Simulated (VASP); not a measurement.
# PbS (I4/mmm) in VASP: notebook

PbS is run at these levels: PBEsol; tasks: single point.

Everything below comes from runs of VASP 6.6.1. Logs are shortened: lines on timing, memory, paths and dates and some standing lists are left out, and cuts for length are marked.

### 1 The cell of the first run

The structure is tetragonal, space group I4/mmm (No. 139). Conventional cell: a = 3.983 Å, b = 3.983 Å, c = 5.782 Å, α = 90.00°, β = 90.00°, γ = 90.00°. Within 3.7 Å of Pb (site symmetry 4/mmm) lie 6 S at 2.82 to 2.89 Å. Within 3.7 Å of S (site symmetry 4/mmm) lie 6 Pb at 2.82 to 2.89 Å.

### 2 Single point, PBEsol (strain -0.050 along x and y, -0.025 along z)

File INCAR:

```
PREC = Accurate ; ENCUT = 520
EDIFF = 1E-6 ; ISMEAR = 0
SIGMA = 0.03 ; LREAL = F
LASPH = T ; NELM = 60
ALGO = Normal ; ISIF = 2
LWAVE = F ; LCHARG = F
GGA = PS ; NBANDS = 17
```

File KPOINTS:

```
Automatic mesh
0
Gamma
  10 10 10
```

File POSCAR:

```
PbS
1.0
    0.0000000000      2.8167500000      2.8908750000
    2.8167500000      0.0000000000      2.8908750000
    2.8167500000      2.8167500000      0.0000000000
Pb S
1 1
Direct
    0.0000000000      0.0000000000      0.0000000000
    0.5000000000      0.5000000000      0.5000000000
```

Potentials or basis: VASP PAW PBE potentials, release 64 (Pb_d, S).

Started as:

```
$ cat potpaw_PBE.64/Pb_d/POTCAR potpaw_PBE.64/S/POTCAR > POTCAR
$ mpirun -np 1 vasp_std > vasp.out
```

OUTCAR:

```text
PREC = Accurate
   ENCUT = 520
   EDIFF = 1E-6
   ISMEAR = 0
   LREAL = F
   LASPH = T
   NELM = 60
   ISIF = 2
   GGA = PS

 ion  position               nearest neighbor table
   1  0.000  0.000  0.000-   2 2.82   2 2.82   2 2.82   2 2.82   2 2.89   2 2.89
   2  0.500  0.500  0.500-   1 2.82   1 2.82   1 2.82   1 2.82   1 2.89   1 2.89

  LATTYP: Found a body centered tetragonal cell.
 ALAT       =     3.9834860518
 C/A-ratio  =     1.4514297088

  Lattice vectors:

 A1 = (  -2.8167500000,   0.0000000000,   2.8908750000)
 A2 = (   2.8167500000,   0.0000000000,   2.8908750000)
 A3 = (   0.0000000000,   2.8167500000,  -2.8908750000)

Analysis of symmetry for initial positions (statically):
=====================================================================
 Subroutine PRICEL returns:
 Original cell was already a primitive cell.

 Routine SETGRP: Setting up the symmetry group for a
 body centered tetragonal supercell.

 Subroutine GETGRP returns: Found 16 space group operations
 (whereof 16 operations were pure point group operations)
 out of a pool of 16 trial point group operations.

The static configuration has the point symmetry D_4h.

Analysis of symmetry for dynamics (positions and initial velocities):
=====================================================================
 Subroutine PRICEL returns:
 Original cell was already a primitive cell.

 Routine SETGRP: Setting up the symmetry group for a
 body centered tetragonal supercell.

 Subroutine GETGRP returns: Found 16 space group operations
 (whereof 16 operations were pure point group operations)
 out of a pool of 16 trial point group operations.

The dynamic configuration has the point symmetry D_4h.

 Subroutine INISYM returns: Found 16 space group operations
 (whereof 16 operations are pure point group operations),
 and found     1 'primitive' translations

----------------------------------------------------------------------------------------

                                     Primitive cell

  volume of cell :      45.8729

  direct lattice vectors                    reciprocal lattice vectors
     0.000000000  2.816750000  2.890875000    -0.177509541  0.177509541  0.172958014
     2.816750000  0.000000000  2.890875000     0.177509541 -0.177509541  0.172958014
     2.816750000  2.816750000  0.000000000     0.177509541  0.177509541 -0.172958014

  length of vectors
     4.036240680  4.036240680  3.983486052     0.304850372  0.304850372  0.304850372

  position of ions in fractional coordinates (direct lattice)
     0.000000000  0.000000000  0.000000000
     0.500000000  0.500000000  0.500000000

  ion indices of the primitive-cell ions
   primitive index   ion index
                 1           1
                 2           2

----------------------------------------------------------------------------------------

 KPOINTS: Automatic mesh

Automatic generation of k-mesh.
 Grid dimensions read from file:
 generate k-points for:   10   10   10

 Generating k-lattice:

  Cartesian coordinates                     Fractional coordinates (reciprocal lattice)
    -0.017750954  0.017750954  0.017295801     0.100000000  0.000000000  0.000000000
     0.017750954 -0.017750954  0.017295801     0.000000000  0.100000000  0.000000000
     0.017750954  0.017750954 -0.017295801     0.000000000  0.000000000  0.100000000

  Length of vectors
     0.030485037  0.030485037  0.030485037

  Shift w.r.t. Gamma in fractional coordinates (k-lattice)
     0.000000000  0.000000000  0.000000000

 Subroutine IBZKPT returns following result:
 ===========================================

 Found    102 irreducible k-points:

 Following reciprocal coordinates:
            Coordinates               Weight
  0.000000  0.000000  0.000000      1.000000
  0.100000  0.000000  0.000000      8.000000
  0.200000  0.000000  0.000000      8.000000
  0.300000  0.000000  0.000000      8.000000
  0.400000  0.000000  0.000000      8.000000
  0.500000  0.000000  0.000000      4.000000
[... 16 lines left out ...]
  0.300000  0.300000  0.000000      2.000000
  0.400000  0.300000  0.000000      8.000000
 [... further k-points ...]
   k-points           NKPTS =    102   k-points in BZ     NKDIM =    102   number of bands    NBANDS=     17
   number of dos      NEDOS =    301   number of ions     NIONS =      2
   total plane-waves  NPLWV =  27000
   dimension x,y,z NGX =    30 NGY =   30 NGZ =   30
   dimension x,y,z NGXF=    60 NGYF=   60 NGZF=   60
   ions per type =               1   1
   NGX,Y,Z   is equivalent  to a cutoff of  12.36, 12.36, 12.52 a.u.
   NGXF,Y,Z  is equivalent  to a cutoff of  24.71, 24.71, 25.04 a.u.
 SYSTEM =  unknown system
   PREC   = accura    normal or accurate (medium, high low for compatibility)
   ISTART =      0    job   : 0-new  1-cont  2-samecut
   ICHARG =      2    charge: 1-file 2-atom 10-const
   ISPIN  =      1    spin polarized calculation?
   LNONCOLLINEAR =      F non collinear calculations
   LSORBIT =      F    spin-orbit coupling
   LASPH  =      T    aspherical Exc in radial PAW
   ENCUT  =  520.0 eV  38.22 Ry    6.18 a.u.   7.50  7.50  7.41*2*pi/ulx,y,z
   NELM   =     60;   NELMIN=  2; NELMDL= -5     # of ELM steps
   EDIFF  = 0.1E-05   stopping-criterion for ELM
   LREAL  =      F    real-space projection
   EDIFFG = 0.1E-04   stopping-criterion for IOM
   NSW    =      0    number of steps for IOM
   IBRION =     -1    ionic relax: 0-MD 1-quasi-New 2-CG
   NFREE  =      0    steps in history (QN), initial steepest desc. (CG)
   ISIF   =      2    stress and relaxation
   ISYM   =      2    0-nonsym 1-usesym 2-fastsym
   POTIM  = 0.5000    time-step for ionic-motion
   TEBEG  =    0.0;   TEEND  =   0.0 temperature during run
   PSTRESS=    0.0 pullay stress
   NELECT =      20.0000    total number of electrons
   NUPDOWN=      -1.0000    fix difference up-down
   EMIN   =  10.00;   EMAX   =-10.00  energy-range for DOS
   EFERMI =   0.00;   METHOD = LEGACY
   ISMEAR =     0;   SIGMA  =   0.03  broadening in eV -4-tet -1-fermi 0-gaus
   EFERMI_NEDOS =   21; number of points for ismear=-14 and -15
   IALGO  =     38    algorithm
   IMIX   =      4    mixing-type and parameters
     AMIX     =   0.40;   BMIX     =  1.00
     AMIX_MAG =   1.60;   BMIX_MAG =  1.00
  volume/ion in A,a.u.               =      22.94       154.78
  Fermi-wavevector in a.u.,A,eV,Ry     =   1.241365  2.345840 20.966405  1.540987
  Thomas-Fermi vector in A             =   2.375766
   LORBIT       =      0    0 simple, 1 ext, 2 COOP (PROOUT), +10 PAW based schemes
   GGA     = PS    functional components
   LHFCALC =     F    Hartree Fock is set to
   AEXX    =    0.0000 exact exchange contribution
   IVDW    =     0    specifies the selected vdW correction
   LEPSILON=     F    determine dielectric tensor
   LRPA    =     F    only Hartree local field effects (RPA)
 non-spin polarized calculation
 Gauss-broadening in eV      SIGMA  =   0.03
  energy-cutoff  :      520.00
  volume of cell :       45.87
 maximum number of plane-waves:      1255
   NGX = 15   NGY = 15   NGZ = 15

 number of electron      20.0000004 magnetization

 Free energy of the ion-electron system (eV)
  ---------------------------------------------------
  ext. energy  EPLUGINS =         0.00000000
  ---------------------------------------------------
  free energy    TOTEN  =        -9.30688413 eV

  energy without entropy =       -9.30688413  energy(sigma->0) =       -9.30688413

 E-fermi :   7.4969     XC(G=0): -10.5026

 val. band max:        7.3750235001   @ k =   0.5000   0.0000   0.0000
 cond. band min:       7.7144367658   @ k =   0.5000   0.0000   0.0000
 fundamental gap:      0.3394132657
 Fermi energy:         7.4969131251

 k-point     1 :       0.0000    0.0000    0.0000
  band No.  band energies     occupation
      1      -9.5282      2.00000
      2      -9.5278      2.00000
      3      -9.5256      2.00000
      4      -9.5256      2.00000
      5      -9.5118      2.00000
      6      -7.3777      2.00000
[... 9 lines left out ...]
     16      13.8460      0.00000
     17      15.5120      0.00000

 k-point     2 :       0.1000    0.0000    0.0000
  band No.  band energies     occupation
      1      -9.5328      2.00000
      2      -9.5260      2.00000
      3      -9.5234      2.00000
      4      -9.5194      2.00000
      5      -9.5131      2.00000
      6      -7.2727      2.00000
[... 9 lines left out ...]
     16      14.1586      0.00000
     17      16.5361      0.00000

 k-point     3 :       0.2000    0.0000    0.0000
  band No.  band energies     occupation
      1      -9.5452      2.00000
      2      -9.5353      2.00000
      3      -9.5259      2.00000
      4      -9.4987      2.00000
      5      -9.4986      2.00000
      6      -6.9679      2.00000
[... 9 lines left out ...]
     16      14.7393      0.00000
     17      18.3909      0.00000

 k-point     4 :       0.3000    0.0000    0.0000
  band No.  band energies     occupation
      1      -9.5607      2.00000
      2      -9.5534      2.00000
      3      -9.5269      2.00000
      4      -9.4773      2.00000
      5      -9.4727      2.00000
      6      -6.5057      2.00000
[... 9 lines left out ...]
     16      15.6283      0.00000
     17      20.2531      0.00000
[... 343 lines left out ...]
      1      -9.5706      2.00000
      2      -9.5524      2.00000
      3      -9.5218      2.00000
      4      -9.4894      2.00000
      5      -9.4680      2.00000
      6      -6.3104      2.00000
[... 9 lines left out ...]
     16      17.1912      0.00000
     17      17.5723      0.00000

 k-point    23 :       0.3000    0.3000    0.0000
  band No.  band energies     occupation
      1      -9.6998      2.00000
      2      -9.5554      2.00000
      3      -9.4869      2.00000
      4      -9.4637      2.00000
      5      -9.4637      2.00000
      6      -6.1626      2.00000
[... 9 lines left out ...]
     16      18.3806      0.00000
     17      18.3821      0.00000

 k-point    24 :       0.4000    0.3000    0.0000
  band No.  band energies     occupation
      1      -9.7343      2.00000
      2      -9.5550      2.00000
      3      -9.4914      2.00000
      4      -9.4543      2.00000
      5      -9.4474      2.00000
      6      -5.7682      2.00000
[... 9 lines left out ...]
     16      18.6659      0.00000
     17      19.2171      0.00000

 [... further k-points ...]

------------------------ aborting loop because EDIFF is reached ----------------------------------------

  FORCE on cell =-STRESS in cart. coord.  units (eV):
  Direction    XX          YY          ZZ          XY          YZ          ZX
  --------------------------------------------------------------------------------------
  -------------------------------------------------------------------------------------
  Total        3.0152818      3.0152818      1.4713977      0.0000000      0.0000000     -0.0000000
  in kB      105.3131437    105.3131437     51.3907230      0.0000000      0.0000000     -0.0000000
  external PRESSURE =      87.3390034 kB  Pullay stress =       0.0000000 kB

 VOLUME and BASIS-vectors are now :
 -----------------------------------------------------------------------------
  energy-cutoff  :      520.00
  volume of cell :       45.87
      direct lattice vectors                 reciprocal lattice vectors
     0.000000000  2.816750000  2.890875000    -0.177509541  0.177509541  0.172958014
     2.816750000  0.000000000  2.890875000     0.177509541 -0.177509541  0.172958014
     2.816750000  2.816750000  0.000000000     0.177509541  0.177509541 -0.172958014

 POSITION                                       TOTAL-FORCE (eV/Angst)
 -----------------------------------------------------------------------------------
      0.00000      0.00000      0.00000        -0.000000      0.000000     -0.000000
      2.81675      2.81675      2.89087         0.000000     -0.000000      0.000000
 -----------------------------------------------------------------------------------
    total drift:                               -0.000000      0.000000      0.000000

  FREE ENERGIE OF THE ION-ELECTRON SYSTEM (eV)
  ---------------------------------------------------
  free  energy   TOTEN  =        -9.3068841337 eV

  energy  without entropy=       -9.3068841337  energy(sigma->0) =       -9.30688413
```

It took 36 s on 1 thread of Intel Xeon 6975P-C (Granite Rapids), shared host; peak memory 0.21 GiB.

What came out:

```yaml
Free_energy: -9.3069 eV
Pressure: 8.7 GPa
Band_gap_on_the_k_mesh: 0.34 eV, direct
```

Stress tensor (GPa, compression positive):
```
10.53  0.00  0.00
 0.00 10.53  0.00
 0.00  0.00  5.14
```

Caveat: the cell differs from its parent crystal (strain -0.050 along x and y, -0.025 along z); the PAW data sets were made with another functional, which shifts forces and pressure a little; spin-orbit coupling is left out, which moves the levels of the heavy elements.

### 3 Single point, PBEsol (strain -0.050 along x and y, +0.000 along z)

File INCAR:

```
PREC = Accurate
ENCUT = 520
EDIFF = 1E-6
ISMEAR = 0
SIGMA = 0.03
LREAL = False
LASPH = True
NELM = 80
ALGO = Normal
ISIF = 2
LWAVE = False
LCHARG = False
GGA = PS
NBANDS = 17
```

File KPOINTS:

```
regular mesh
0
Gamma
  10 10 10
```

File POSCAR:

```
PbS
1.0
    0.0000000000      2.8167500000      2.9650000000
    2.8167500000      0.0000000000      2.9650000000
    2.8167500000      2.8167500000      0.0000000000
Pb S
1 1
Direct
    0.0000000000      0.0000000000      0.0000000000
    0.5000000000      0.5000000000      0.5000000000
```

Potentials or basis: VASP PAW PBE potentials, release 64 (Pb_d, S).

Started as:

```
$ cat potpaw_PBE.64/Pb_d/POTCAR potpaw_PBE.64/S/POTCAR > POTCAR
$ mpirun -np 1 vasp_std > vasp.out
```

OUTCAR:

```text
PREC = Accurate
   ENCUT = 520
   EDIFF = 1E-6
   ISMEAR = 0
   LREAL = False
   LASPH = True
   NELM = 80
   ISIF = 2
   GGA = PS

 ion  position               nearest neighbor table
   1  0.000  0.000  0.000-   2 2.82   2 2.82   2 2.82   2 2.82   2 2.96   2 2.96
   2  0.500  0.500  0.500-   1 2.82   1 2.82   1 2.82   1 2.82   1 2.96   1 2.96

  LATTYP: Found a body centered tetragonal cell.
 ALAT       =     3.9834860518
 C/A-ratio  =     1.4886458551

  Lattice vectors:

 A1 = (  -2.8167500000,   0.0000000000,   2.9650000000)
 A2 = (   2.8167500000,   0.0000000000,   2.9650000000)
 A3 = (   0.0000000000,   2.8167500000,  -2.9650000000)

Analysis of symmetry for initial positions (statically):
=====================================================================
 Subroutine PRICEL returns:
 Original cell was already a primitive cell.

 Routine SETGRP: Setting up the symmetry group for a
 body centered tetragonal supercell.

 Subroutine GETGRP returns: Found 16 space group operations
 (whereof 16 operations were pure point group operations)
 out of a pool of 16 trial point group operations.

[... 161 lines left out ...]

 E-fermi :   7.1896     XC(G=0): -10.3764

 val. band max:        7.0611238054   @ k =   0.5000   0.0000   0.0000
 cond. band min:       7.3326040900   @ k =   0.5000   0.0000   0.0000
 fundamental gap:      0.2714802846
 Fermi energy:         7.1895832181

 k-point     1 :       0.0000    0.0000    0.0000
  band No.  band energies     occupation
      1      -9.8513      2.00000
      2      -9.8360      2.00000
      3      -9.8346      2.00000
      4      -9.8346      2.00000
      5      -9.8127      2.00000
      6      -7.4922      2.00000
[... 457 lines left out ...]
      4      -9.7736      2.00000
      5      -9.7668      2.00000
      6      -6.0480      2.00000
[... 9 lines left out ...]
     16      18.1959      0.00000
     17      18.8415      0.00000

 [... further k-points ...]

------------------------ aborting loop because EDIFF is reached ----------------------------------------

  FORCE on cell =-STRESS in cart. coord.  units (eV):
  Direction    XX          YY          ZZ          XY          YZ          ZX
  --------------------------------------------------------------------------------------
  -------------------------------------------------------------------------------------
  Total        2.9046418      2.9046418      0.2016602      0.0000000     -0.0000000     -0.0000000
  in kB       98.9126571     98.9126571      6.8671958      0.0000000     -0.0000000     -0.0000000
  external PRESSURE =      68.2308367 kB  Pullay stress =       0.0000000 kB

 VOLUME and BASIS-vectors are now :
 -----------------------------------------------------------------------------
  energy-cutoff  :      520.00
  volume of cell :       47.05
      direct lattice vectors                 reciprocal lattice vectors
     0.000000000  2.816750000  2.965000000    -0.177509541  0.177509541  0.168634064
     2.816750000  0.000000000  2.965000000     0.177509541 -0.177509541  0.168634064
     2.816750000  2.816750000  0.000000000     0.177509541  0.177509541 -0.168634064

 POSITION                                       TOTAL-FORCE (eV/Angst)
 -----------------------------------------------------------------------------------
      0.00000      0.00000      0.00000         0.000000      0.000000      0.000000
      2.81675      2.81675      2.96500        -0.000000     -0.000000     -0.000000
 -----------------------------------------------------------------------------------
    total drift:                               -0.000000      0.000000      0.000000

  FREE ENERGIE OF THE ION-ELECTRON SYSTEM (eV)
  ---------------------------------------------------
  free  energy   TOTEN  =        -9.3280774337 eV

  energy  without entropy=       -9.3280774337  energy(sigma->0) =       -9.32807743
```

Run time: 37 s. Hardware: 1 thread of Intel Xeon 6975P-C (Granite Rapids), shared host; peak memory 0.21 GiB.

Results:

```yaml
Free_energy: -9.3281 eV
Pressure: 6.8 GPa
Band_gap_on_the_k_mesh: 0.27 eV, direct
```

Stress tensor (GPa, compression positive):
```
9.89 0.00 0.00
0.00 9.89 0.00
0.00 0.00 0.69
```

Caveat: the cell differs from its parent crystal (strain -0.050 along x and y, +0.000 along z); the PAW data sets were made with another functional, which shifts forces and pressure a little; spin-orbit coupling is left out, which moves the levels of the heavy elements.

(Continued in part 2 of 2.)
